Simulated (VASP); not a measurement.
Wanted: the native input for a VASP 6.6.1 run.

```yaml
Task: single point
Functional: LDA
Potentials_or_basis: VASP PAW LDA potentials, release 64 (Hf_pv)
Cutoff: 520 eV
k_mesh: 10 × 10 × 10
Occupations: fermi-dirac, width 0.05 eV
Spin: no spin polarisation
Dipole_correction: no
Further_INCAR_settings: ALGO = Fast; EDIFF = 1e-06; NBANDS = 11
```

The structure of Hf lies in POSCAR:

```
Hf
1.0
   -1.8404011445      1.8404011445      1.8404011445
    1.8404011445     -1.8404011445      1.8404011445
    1.8404011445      1.8404011445     -1.8404011445
Hf
1
Direct
    0.0000000000      0.0000000000      0.0000000000
```

This cell differs from its parent crystal: volume scaled by 1.06.

The input as run:

INCAR

```
SYSTEM = Hf
  ALGO = Fast
  EDIFF = 1E-6
  ENCUT = 520
  GGA = CA
  ISIF = 2
  ISMEAR = -1
  LASPH = .TRUE.
  LCHARG = .TRUE.
  LELF = .TRUE.
  LREAL = .FALSE.
  LVHAR = .TRUE.
  LWAVE = .FALSE.
  NBANDS = 11
  NELM = 100
  PREC = Accurate
  SIGMA = 0.05
```

KPOINTS

```
k-points
0
G
  10 10 10
  0 0 0
```

Potentials or basis: VASP PAW LDA potentials, release 64 (Hf_pv).

Command:

```console
$ cat potpaw_LDA.64/Hf_pv/POTCAR > POTCAR
$ mpirun -np 1 vasp_std > vasp.out
```

Results of the run:

```yaml
Pressure: -16.2 GPa
Band_gap_on_the_k_mesh: zero (band 5 reaches 5.08 eV, above the bottom of band 6 at 3.08 eV)
```

Caveat: spin-orbit coupling is left out, which moves the levels of the heavy elements.

Run time: 14 s on 1 thread of Intel Xeon 8259CL, on a shared host, peak memory 0.13 GiB.
